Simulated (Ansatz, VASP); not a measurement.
# One calculation of BaTiO3, two programs

Contents of INCAR:

```
PREC = Accurate ; ENCUT = 520
EDIFF = 1E-7 ; ISMEAR = 0
SIGMA = 0.05 ; LREAL = F
LASPH = T ; NELM = 150
ALGO = Normal ; ISIF = 2
LWAVE = F ; LCHARG = F
LMAXMIX = 4 ; LDAU = T
LDAUTYPE = 2 ; LDAUL = -1 2 -1
LDAUU = 0 4 0 ; LDAUJ = 0 0 0
LDAUPRINT = 1 ; GGA = PE
NBANDS = 28
```

File KPOINTS:

```
regular mesh
0
Gamma
  6 6 6
```

The input POSCAR:

```
BaTiO3
1.0
    4.0082194746      0.0000000000      0.0000000000
    0.0000000000      2.8732814721      2.8859183788
    0.0000000000     -2.8732814721      2.8859183788
Ba Ti O
1 1 3
Direct
    0.0000000000     -0.0438993375     -0.0438993375
    0.5000000000      0.5197092871      0.5197092871
    0.0000000000      0.4916268390      0.4916268390
    0.5000000000      0.4938075372      0.9829991522
    0.5000000000      0.9829991522      0.4938075372
```

Input for Ansatz:

```yaml
crystal:
  lattice:
    - [4.0082194746, 0.0, 0.0]
    - [0.0, 2.8732814721, 2.8859183788]
    - [0.0, -2.8732814721, 2.8859183788]
  atoms:
    - { symbol: Ba, position: [0.0, -0.0438993375, -0.0438993375] }
    - { symbol: Ti, position: [0.5, 0.5197092871, 0.5197092871] }
    - { symbol: O, position: [0.0, 0.491626839, 0.491626839] }
    - { symbol: O, position: [0.5, 0.4938075372, 0.9829991522] }
    - { symbol: O, position: [0.5, 0.9829991522, 0.4938075372] }
basis:
  ecutwfc: 420
kpoints:
  mp_grid: { grid: [6, 6, 6] }
hamiltonian:
  xc: pbe
  hubbard: { sites: [{ species: Ti, l: d, u_eff: 4.0 }] }
scf:
  occupations: { method: gaussian, width: 0.05 }
output:
  forces: true
  stress: true
  eigenvalues: true
```

Change from the starting cell: all Ba atoms moved -0.300 Å, as atom 1 along Cartesian [0 0 1].

Alike in both runs: task single point; functional PBE; k mesh 6 × 6 × 6; occupations gaussian, width 0.05 eV; no spin polarisation; Hubbard terms Ti d U = 4.0 eV.

|  | VASP | Ansatz |
| --- | --- | --- |
| version | VASP 6.6.1 | Ansatz 0.2.0 |
| potentials or method | VASP PAW PBE potentials, release 64 (Ba_sv, Ti_sv, O), cutoff 520 eV | scalar-relativistic, plane waves, PAW |
| valence electrons in the cell | 40 | 40 |

VASP gave:

| Property | Result |
| --- | --- |
| gap on the k mesh at the Fermi level (eV) | 2.49 |
| least direct gap on the mesh (eV) | 2.91 |
| pressure (GPa) | 5.2 |
| traceless stress, the component that is largest in VASP (GPa) | -1.97 |
| rms of the force components (eV/Å) | 0.652 |

Estimate Ansatz's values.

gap on the k mesh at the Fermi level (eV): 2.52; least direct gap on the mesh (eV): 2.91; pressure (GPa): 1.6; traceless stress, the component that is largest in VASP (GPa): -2.17; rms of the force components (eV/Å): 0.521.

The programs project onto different local orbitals, so the same U acts differently, and such runs can settle in different states. Atom by atom the forces differ by 0.237 eV/Å (rms over components).

Spin-orbit coupling is off throughout.
